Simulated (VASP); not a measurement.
A run of VASP 6.6.1:

File INCAR:

```
ALGO = Normal
EDIFF = 1E-6
ENCUT = 520
GGA = PE
ISIF = 2
ISMEAR = 0
LASPH = T
LCHARG = T
LELF = T
LREAL = F
LVHAR = T
LWAVE = F
NBANDS = 28
NELM = 80
PREC = Accurate
SIGMA = 0.05
```

Contents of KPOINTS:

```
k-points
0
Gamma
  6 6 4
```

File POSCAR:

```
SnO
1.0
    3.8677145885      0.0000000000      0.0000000000
    0.0000000000      3.8677145885      0.0000000000
    0.0000000000      0.0000000000      5.0430308644
Sn O
2 2
Direct
    0.0000000000      0.5000000000      0.2298380278
    0.5000000000      0.0000000000      0.7701619722
    0.0000000000      0.0000000000      0.0000000000
    0.5000000000      0.5000000000      0.0000000000
```

Potentials or basis: VASP PAW PBE potentials, release 64 (Sn_d, O).

The run is started by

```sh
$ cat potpaw_PBE.64/Sn_d/POTCAR potpaw_PBE.64/O/POTCAR > POTCAR
$ mpirun -np 1 vasp_std > vasp.out
```

Hardware: 1 thread of Intel Xeon 6975P-C (shared host).

**Question.** How long does it take, and how much memory?

**Answer.** It took 58 s on 1 thread of Intel Xeon 6975P-C, on a shared host, peak memory 0.21 GiB. Counts: scf iterations 14, k points 30.
